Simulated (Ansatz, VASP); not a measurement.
# BaTiO3: VASP beside Ansatz

```
CELL_PARAMETERS angstrom
3.99980 0.00000 0.00000
0.00000 3.99980 0.00000
0.00000 0.00000 4.01800
ATOMIC_POSITIONS crystal
Ba 0.00000 0.00000 0.00000
Ti 0.50000 0.50000 0.49000
O 0.50000 0.50000 0.01900
O 0.50000 0.00000 0.51700
O 0.00000 0.50000 0.51700
```

Alike in both runs: task single point; functional PBE; k mesh 6 × 6 × 6; no spin polarisation; Hubbard terms Ti d U = 5.0 eV.

|  | VASP | Ansatz |
| --- | --- | --- |
| version | VASP 6.6.1 | Ansatz 0.2.0 |
| potentials or method | VASP PAW PBE potentials, release 64 (Ba_sv, Ti_sv, O) | plane waves, PAW |
| plane-wave cutoff (eV) | 520 | 420 |
| occupations | gaussian, width 0.01 eV | fixed |
| valence electrons in the cell | 40 | 40 |

|  | VASP | Ansatz | Ansatz less VASP |
| --- | --- | --- | --- |
| gap on the k mesh at the Fermi level (eV) | 2.38 | 2.44 | +0.061 |

The programs project onto different local orbitals, so the same U acts differently, and such runs can settle in different states.

Spin-orbit coupling is off throughout.
